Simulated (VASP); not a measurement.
# Si2W (I4/mmm) in VASP: notebook

Runs on Si2W. Level: PBE. Tasks: single point.

Program: VASP 6.6.1. These are calculated values, not measurements. Logs are shortened: lines on timing, memory, paths and dates and some standing lists are left out, and cuts for length are marked.

## Step 1: The cell of the first run

Symmetry: I4/mmm, No. 139, tetragonal system. Conventional cell: a = 3.229 Å, b = 3.229 Å, c = 7.867 Å, α = 90.00°, β = 90.00°, γ = 90.00°. Si (site symmetry 4mm) has 5 W at 2.47 to 2.71 Å and 9 Si at 2.49 to 3.23 Å within 3.3 Å. Within 3.3 Å of W (site symmetry 4/mmm) lie 10 Si at 2.47 to 2.71 Å and 4 W at 3.23 Å.

## Step 2: Single point, PBE

Input file INCAR:

```
PREC = Accurate
ENCUT = 520
EDIFF = 1E-6
ISMEAR = 0
SIGMA = 0.15
LREAL = F
LASPH = T
NELM = 100
ALGO = Normal
ISIF = 2
LWAVE = F
LCHARG = T
GGA = PE
LELF = T
LVHAR = T
NBANDS = 18
```

Input file KPOINTS:

```
regular mesh
0
Gamma
  18 18 18
```

Input file POSCAR:

```
Si2W
1.0
   -1.6146459823      1.6146459823      3.9336145459
    1.6146459823     -1.6146459823      3.9336145459
    1.6146459823      1.6146459823     -3.9336145459
Si W
2 1
Direct
    0.3133835313      0.3133835313      0.0000000000
    0.6866164687      0.6866164687      0.0000000000
    0.0000000000      0.0000000000      0.0000000000
```

Potentials or basis: VASP PAW PBE potentials, release 64 (Si, W_sv).

The run is started by

```sh
cat potpaw_PBE.64/Si/POTCAR potpaw_PBE.64/W_sv/POTCAR > POTCAR
mpirun -np 1 vasp_std > vasp.out
```

OUTCAR:

```text
PREC = Accurate
   ENCUT = 520
   EDIFF = 1E-6
   ISMEAR = 0
   LREAL = F
   LASPH = T
   NELM = 100
   ISIF = 2
   GGA = PE

 ion  position               nearest neighbor table
   1  0.313  0.313  0.000-   3 2.47   2 2.49   2 2.49   2 2.49   2 2.49   3 2.71   3 2.71   3 2.71
                             3 2.71   2 2.94
   2  0.687  0.687  0.000-   3 2.47   1 2.49   1 2.49   1 2.49   1 2.49   3 2.71   3 2.71   3 2.71
                             3 2.71   1 2.94
   3  0.000  0.000  0.000-   1 2.47   2 2.47   2 2.71   1 2.71   2 2.71   2 2.71   2 2.71   1 2.71
                             1 2.71   1 2.71

  LATTYP: Found a body centered tetragonal cell.
 ALAT       =     3.2292919646
 C/A-ratio  =     2.4362086730

  Lattice vectors:

 A1 = (  -1.6146459823,   1.6146459823,   3.9336145459)
 A2 = (   1.6146459823,  -1.6146459823,   3.9336145459)
 A3 = (   1.6146459823,   1.6146459823,  -3.9336145459)

Analysis of symmetry for initial positions (statically):
=====================================================================
 Subroutine PRICEL returns:
 Original cell was already a primitive cell.

 Routine SETGRP: Setting up the symmetry group for a
 body centered tetragonal supercell.

 Subroutine GETGRP returns: Found 16 space group operations
 (whereof 16 operations were pure point group operations)
 out of a pool of 16 trial point group operations.

The static configuration has the point symmetry D_4h.

Analysis of symmetry for dynamics (positions and initial velocities):
=====================================================================
 Subroutine PRICEL returns:
 Original cell was already a primitive cell.

 Routine SETGRP: Setting up the symmetry group for a
 body centered tetragonal supercell.

 Subroutine GETGRP returns: Found 16 space group operations
 (whereof 16 operations were pure point group operations)
 out of a pool of 16 trial point group operations.

The dynamic configuration has the point symmetry D_4h.

 Subroutine INISYM returns: Found 16 space group operations
 (whereof 16 operations are pure point group operations),
 and found     1 'primitive' translations

----------------------------------------------------------------------------------------

                                     Primitive cell

  volume of cell :      41.0210

  direct lattice vectors                    reciprocal lattice vectors
    -1.614645982  1.614645982  3.933614546     0.000000000  0.309665404  0.127109556
     1.614645982 -1.614645982  3.933614546     0.309665404  0.000000000  0.127109556
     1.614645982  1.614645982 -3.933614546     0.309665404  0.309665404  0.000000000

  length of vectors
     4.548349887  4.548349887  4.548349887     0.334737960  0.334737960  0.437933014

  position of ions in fractional coordinates (direct lattice)
     0.313383531  0.313383531  0.000000000
     0.686616469  0.686616469  0.000000000
     0.000000000  0.000000000  0.000000000

  ion indices of the primitive-cell ions
   primitive index   ion index
                 1           1
                 2           2
                 3           3

----------------------------------------------------------------------------------------

 KPOINTS: regular mesh

Automatic generation of k-mesh.
 Grid dimensions read from file:
 generate k-points for:   18   18   18

 Generating k-lattice:

  Cartesian coordinates                     Fractional coordinates (reciprocal lattice)
     0.000000000  0.017203634  0.007061642     0.055555556 -0.000000000  0.000000000
     0.017203634  0.000000000  0.007061642    -0.000000000  0.055555556  0.000000000
     0.017203634  0.017203634  0.000000000     0.000000000  0.000000000  0.055555556

  Length of vectors
     0.018596553  0.018596553  0.024329612

  Shift w.r.t. Gamma in fractional coordinates (k-lattice)
     0.000000000  0.000000000  0.000000000

 Subroutine IBZKPT returns following result:
 ===========================================

 Found    480 irreducible k-points:

 Following reciprocal coordinates:
            Coordinates               Weight
  0.000000  0.000000  0.000000      1.000000
  0.055556 -0.000000  0.000000      8.000000
  0.111111 -0.000000  0.000000      8.000000
  0.166667 -0.000000  0.000000      8.000000
  0.222222  0.000000 -0.000000      8.000000
  0.277778 -0.000000  0.000000      8.000000
[... 16 lines left out ...]
 -0.277778  0.055556  0.000000     16.000000
 -0.222222  0.055556 -0.000000     16.000000
 [... further k-points ...]
   k-points           NKPTS =    480   k-points in BZ     NKDIM =    480   number of bands    NBANDS=     18
   number of dos      NEDOS =    301   number of ions     NIONS =      3
   total plane-waves  NPLWV =  46656
   dimension x,y,z NGX =    36 NGY =   36 NGZ =   36
   dimension x,y,z NGXF=    72 NGYF=   72 NGZF=   72
   ions per type =               2   1
   NGX,Y,Z   is equivalent  to a cutoff of  13.16, 13.16, 13.16 a.u.
   NGXF,Y,Z  is equivalent  to a cutoff of  26.32, 26.32, 26.32 a.u.
 SYSTEM =  unknown system
   PREC   = accura    normal or accurate (medium, high low for compatibility)
   ISTART =      0    job   : 0-new  1-cont  2-samecut
   ICHARG =      2    charge: 1-file 2-atom 10-const
   ISPIN  =      1    spin polarized calculation?
   LNONCOLLINEAR =      F non collinear calculations
   LSORBIT =      F    spin-orbit coupling
   LASPH  =      T    aspherical Exc in radial PAW
   ENCUT  =  520.0 eV  38.22 Ry    6.18 a.u.   8.46  8.46  8.46*2*pi/ulx,y,z
   NELM   =    100;   NELMIN=  2; NELMDL= -5     # of ELM steps
   EDIFF  = 0.1E-05   stopping-criterion for ELM
   LREAL  =      F    real-space projection
   EDIFFG = 0.1E-04   stopping-criterion for IOM
   NSW    =      0    number of steps for IOM
   IBRION =     -1    ionic relax: 0-MD 1-quasi-New 2-CG
   NFREE  =      0    steps in history (QN), initial steepest desc. (CG)
   ISIF   =      2    stress and relaxation
   ISYM   =      2    0-nonsym 1-usesym 2-fastsym
   POTIM  = 0.5000    time-step for ionic-motion
   TEBEG  =    0.0;   TEEND  =   0.0 temperature during run
   PSTRESS=    0.0 pullay stress
   NELECT =      22.0000    total number of electrons
   NUPDOWN=      -1.0000    fix difference up-down
   EMIN   =  10.00;   EMAX   =-10.00  energy-range for DOS
   EFERMI =   0.00;   METHOD = LEGACY
   ISMEAR =     0;   SIGMA  =   0.15  broadening in eV -4-tet -1-fermi 0-gaus
   EFERMI_NEDOS =   21; number of points for ismear=-14 and -15
   IALGO  =     38    algorithm
   IMIX   =      4    mixing-type and parameters
     AMIX     =   0.40;   BMIX     =  1.00
     AMIX_MAG =   1.60;   BMIX_MAG =  1.00
  volume/ion in A,a.u.               =      13.67        92.27
  Fermi-wavevector in a.u.,A,eV,Ry     =   1.330088  2.513501 24.070517  1.769133
  Thomas-Fermi vector in A             =   2.459201
   LORBIT       =      0    0 simple, 1 ext, 2 COOP (PROOUT), +10 PAW based schemes
   GGA     = PE    functional components
   LHFCALC =     F    Hartree Fock is set to
   AEXX    =    0.0000 exact exchange contribution
   IVDW    =     0    specifies the selected vdW correction
   LEPSILON=     F    determine dielectric tensor
   LRPA    =     F    only Hartree local field effects (RPA)
 non-spin polarized calculation
 Gauss-broadening in eV      SIGMA  =   0.15
  energy-cutoff  :      520.00
  volume of cell :       41.02
 maximum number of plane-waves:      1134
 NGX is ok and might be reduce to    36

 number of electron      22.0000000 magnetization

 Free energy of the ion-electron system (eV)
  ---------------------------------------------------
  ext. energy  EPLUGINS =         0.00000000
  ---------------------------------------------------
  free energy    TOTEN  =       -24.31856689 eV

  energy without entropy =      -24.31177420  energy(sigma->0) =      -24.31517055

 E-fermi :  11.7361     XC(G=0): -12.4574

 val. band max:       11.7303984391   @ k =  -0.1111  -0.2778   0.1111
 cond. band min:      11.7404851592   @ k =   0.2778   0.2222   0.1667
 fundamental gap:      0.0100867201
 Fermi energy:        11.7360892686

 k-point     1 :       0.0000    0.0000    0.0000
  band No.  band energies     occupation
      1     -62.1909      2.00000
      2     -26.5319      2.00000
      3     -26.3558      2.00000
      4     -26.3558      2.00000
      5      -2.4804      2.00000
      6       5.6034      2.00000
[... 10 lines left out ...]
     17      16.8120      0.00000
     18      16.8120      0.00000

 k-point     2 :       0.0556   -0.0000    0.0000
  band No.  band energies     occupation
      1     -62.1907      2.00000
      2     -26.5315      2.00000
      3     -26.3617      2.00000
      4     -26.3553      2.00000
      5      -2.4246      2.00000
      6       5.6046      2.00000
[... 10 lines left out ...]
     17      16.9145      0.00000
     18      17.0248      0.00000

 k-point     3 :       0.1111   -0.0000    0.0000
  band No.  band energies     occupation
      1     -62.1902      2.00000
      2     -26.5304      2.00000
      3     -26.3787      2.00000
      4     -26.3538      2.00000
      5      -2.2583      2.00000
      6       5.5893      2.00000
[... 10 lines left out ...]
     17      17.3445      0.00000
     18      17.5000      0.00000

 k-point     4 :       0.1667   -0.0000    0.0000
  band No.  band energies     occupation
      1     -62.1893      2.00000
      2     -26.5286      2.00000
      3     -26.4045      2.00000
      4     -26.3516      2.00000
      5      -1.9850      2.00000
      6       5.4753      2.00000
[... 375 lines left out ...]
      4     -26.3488      2.00000
      5      -0.6226      2.00000
      6       3.8750      2.00000
[... 10 lines left out ...]
     17      18.3322      0.00000
     18      20.2188      0.00000

 k-point    23 :      -0.2778    0.0556    0.0000
  band No.  band energies     occupation
      1     -62.1868      2.00000
      2     -26.5228      2.00000
      3     -26.4687      2.00000
      4     -26.3516      2.00000
      5      -1.1641      2.00000
      6       4.6155      2.00000
[... 10 lines left out ...]
     17      18.5955      0.00000
     18      19.4830      0.00000

 k-point    24 :      -0.2222    0.0556   -0.0000
  band No.  band energies     occupation
      1     -62.1880      2.00000
      2     -26.5251      2.00000
      3     -26.4354      2.00000
      4     -26.3545      2.00000
      5      -1.6196      2.00000
      6       5.3017      2.00000
[... 10 lines left out ...]
     17      18.4129      0.00000
     18      19.1538      0.00000

 [... further k-points ...]

------------------------ aborting loop because EDIFF is reached ----------------------------------------

  FORCE on cell =-STRESS in cart. coord.  units (eV):
  Direction    XX          YY          ZZ          XY          YZ          ZX
  --------------------------------------------------------------------------------------
  -------------------------------------------------------------------------------------
  Total       -0.1246510     -0.1246510      1.7781427      0.0000000      0.0000000      0.0000000
  in kB       -4.8685525     -4.8685525     69.4497644      0.0000000      0.0000000      0.0000000
  external PRESSURE =      19.9042198 kB  Pullay stress =       0.0000000 kB

 VOLUME and BASIS-vectors are now :
 -----------------------------------------------------------------------------
  energy-cutoff  :      520.00
  volume of cell :       41.02
      direct lattice vectors                 reciprocal lattice vectors
    -1.614645982  1.614645982  3.933614546     0.000000000  0.309665404  0.127109556
     1.614645982 -1.614645982  3.933614546     0.309665404  0.000000000  0.127109556
     1.614645982  1.614645982 -3.933614546     0.309665404  0.309665404  0.000000000

 POSITION                                       TOTAL-FORCE (eV/Angst)
 -----------------------------------------------------------------------------------
      0.00000      0.00000      2.46546         0.000000      0.000000      2.907379
      0.00000      0.00000      5.40177         0.000000      0.000000     -2.907379
      0.00000      0.00000      0.00000        -0.000000     -0.000000      0.000000
 -----------------------------------------------------------------------------------
    total drift:                                0.000000      0.000000     -0.000000

  FREE ENERGIE OF THE ION-ELECTRON SYSTEM (eV)
  ---------------------------------------------------
  free  energy   TOTEN  =       -24.3185668944 eV

  energy  without entropy=      -24.3117742036  energy(sigma->0) =      -24.31517055
```

Run time: 3.9 min. Hardware: 1 thread of Intel Xeon 6975P-C (Granite Rapids), shared host; peak memory 0.47 GiB.

What came out:

```
Free energy            : -24.3186 eV
Pressure               : 2.0 GPa
Largest force          : 2.907 eV/Å
Band gap on the k mesh : zero (bands 11 and 12 overlap by 1.75 eV)
```

Forces on the atoms (eV/Å):
```
Si   0.000  0.000  2.907
Si   0.000  0.000 -2.907
W    0.000  0.000  0.000
```

Caveat: the stress differs along the axes, from -0 to 7 GPa; spin-orbit coupling is left out, which moves the levels of the heavy elements; forces of over 1 eV/Å act on the atoms, so gaps and moduli don't describe the material at rest.

## Step 3: Single point, PBE

This run uses another cell than the first one, of the same volume but with other edges.

Input file INCAR:

```
SYSTEM = Si2W
  PREC = Accurate
  ENCUT = 520
  EDIFF = 1E-6
  ISMEAR = 0
  SIGMA = 0.15
  LREAL = .FALSE.
  LASPH = .TRUE.
  NELM = 60
  ALGO = Normal
  ISIF = 2
  LWAVE = .FALSE.
  LCHARG = .TRUE.
  GGA = PE
  LELF = .TRUE.
  LVHAR = .TRUE.
  NBANDS = 18
```

Input file KPOINTS:

```
regular mesh
0
G
  18 18 18
  0 0 0
```

Input file POSCAR:

```
Si2W
1.0
   -1.5501914337      1.5501914337      4.2675219978
    1.5501914337     -1.5501914337      4.2675219978
    1.5501914337      1.5501914337     -4.2675219978
Si W
2 1
Direct
    0.3239844684      0.3239844684      0.0000000000
    0.6760155316      0.6760155316      0.0000000000
    0.0000000000      0.0000000000      0.0000000000
```

Potentials or basis: VASP PAW PBE potentials, release 64 (Si, W_sv).

The run is started by

```sh
cat potpaw_PBE.64/Si/POTCAR potpaw_PBE.64/W_sv/POTCAR > POTCAR
mpirun -np 1 vasp_std > vasp.out
```

Run time: 3.7 min. Hardware: 1 thread of Intel Xeon 6975P-C (Granite Rapids), shared host; peak memory 0.46 GiB.

Results (log left out):

```
Free energy            : -24.2585 eV
Pressure               : -0.6 GPa
Largest force          : 1.202 eV/Å
Band gap on the k mesh : zero (bands 11 and 12 overlap by 2.30 eV)
```

Forces in eV/Å, atoms in the order of the input:
```
Si   0.000  0.000  1.202
Si   0.000  0.000 -1.202
W    0.000  0.000  0.000
```

Stress tensor (GPa, compression positive):
```
 12.47   0.00   0.00
  0.00  12.47   0.00
  0.00   0.00 -26.64
```

Levels at points of the mesh, in eV from the Fermi level:
```csv
k point,band 9,band 10,band 11,band 12,band 13,band 14
"(0.00, 0.00, 0.00)",-2.42,-2.42,1.49,2.67,3.10,3.12
"(0.50, 0.00, 0.00)",-3.05,-1.77,-0.07,2.57,3.08,3.16
"(0.50, 0.50, 0.00)",-5.02,-3.79,-1.24,1.33,2.10,2.60
"(0.50, 0.50, 0.50)",-0.49,-0.49,-0.40,-0.40,1.59,2.25
```

Caveat: the stress differs along the axes, from -27 to 12 GPa; spin-orbit coupling is left out, which moves the levels of the heavy elements; forces of over 1 eV/Å act on the atoms, so gaps and moduli don't describe the material at rest.

## Step 4: Single point, PBE

This run uses another cell than the first one, of the same volume but with other edges.

Input file INCAR:

```
  ALGO = Normal
  EDIFF = 1E-7
  ENCUT = 520
  GGA = PE
  ISIF = 2
  ISMEAR = 0
  LASPH = True
  LCHARG = True
  LELF = True
  LREAL = False
  LVHAR = True
  LWAVE = False
  NBANDS = 18
  NELM = 100
  PREC = Accurate
  SIGMA = 0.15
```

Input file KPOINTS:

```
k-points
0
Gamma
  18 18 18
```

Input file POSCAR:

```
Si2W
1.0
   -1.6913662915      1.6913662915      3.5848508548
    1.6913662915     -1.6913662915      3.5848508548
    1.6913662915      1.6913662915     -3.5848508548
Si W
2 1
Direct
    0.3027953053      0.3027953053      0.0000000000
    0.6972046947      0.6972046947      0.0000000000
    0.0000000000      0.0000000000      0.0000000000
```

The run is started by

```sh
cat potpaw_PBE.64/Si/POTCAR potpaw_PBE.64/W_sv/POTCAR > POTCAR
mpirun -np 1 vasp_std > vasp.out
```

Wall time 2.1 min (1 thread of Intel Xeon 6975P-C (Granite Rapids), shared host); peak memory 0.44 GiB.

Results (log left out):

| Quantity | Value |
| --- | --- |
| Free energy | -22.2887 eV |
| Pressure | 21.4 GPa |
| Largest force | 7.273 eV/Å |
| Band gap on the k mesh | zero (bands 11 and 12 overlap by 1.41 eV) |

Forces in eV/Å, atoms in the order of the input:
```
Si   0.000  0.000  7.273
Si   0.000  0.000 -7.273
W    0.000  0.000  0.000
```

Stress tensor (GPa, compression positive):
```
-14.94   0.00   0.00
  0.00 -14.94   0.00
  0.00   0.00  94.19
```

Levels at points of the mesh, in eV from the Fermi level:
```tsv
k point	band 9	band 10	band 11	band 12	band 13	band 14
(0.00, 0.00, 0.00)	-2.23	-1.81	0.54	1.76	2.18	3.93
(0.50, 0.00, 0.00)	-3.31	-2.86	-0.78	1.11	2.31	3.98
(0.50, 0.50, 0.00)	-5.30	-2.22	-0.47	2.50	2.58	3.47
(0.50, 0.50, 0.50)	-2.14	-2.14	-0.54	-0.54	1.03	5.33
```

Caveat: the stress differs along the axes, from -15 to 94 GPa; spin-orbit coupling is left out, which moves the levels of the heavy elements; forces of over 1 eV/Å act on the atoms, so gaps and moduli don't describe the material at rest.

## Step 5: The runs side by side

```csv
cell,gap on the mesh (eV),pressure (GPa),largest force (eV/Å)
"a = 4.548 Å, angles 138.4, 138.4, 60.3°, 3 atoms, atomic positions A",none,2.0,2.91
"a = 4.798 Å, angles 142.3, 142.3, 54.4°, 3 atoms, atomic positions B",none,-0.6,1.20
"a = 4.310 Å, angles 133.8, 133.8, 67.4°, 3 atoms, atomic positions C",none,21.4,7.27
```

Alike in all rows: task single point; level PBE; potentials or basis VASP PAW PBE potentials, release 64 (Si, W_sv); no spin polarisation; k mesh 18 × 18 × 18; cutoff (eV) 520; smearing gaussian 0.15 eV.

Caveats: spin-orbit coupling is left out, which moves the levels of the heavy elements; forces of over 1 eV/Å act on the atoms, so gaps and moduli don't describe the material at rest; the stress differs along the axes, from -0 to 7 GPa (at least some runs); the stress differs along the axes, from -27 to 12 GPa (at least some runs); the stress differs along the axes, from -15 to 94 GPa (at least some runs).

Absolute energies hang on the potentials; compare differences alone.

The gap in the log of VASP goes by the Fermi energy; the results here count the filled bands.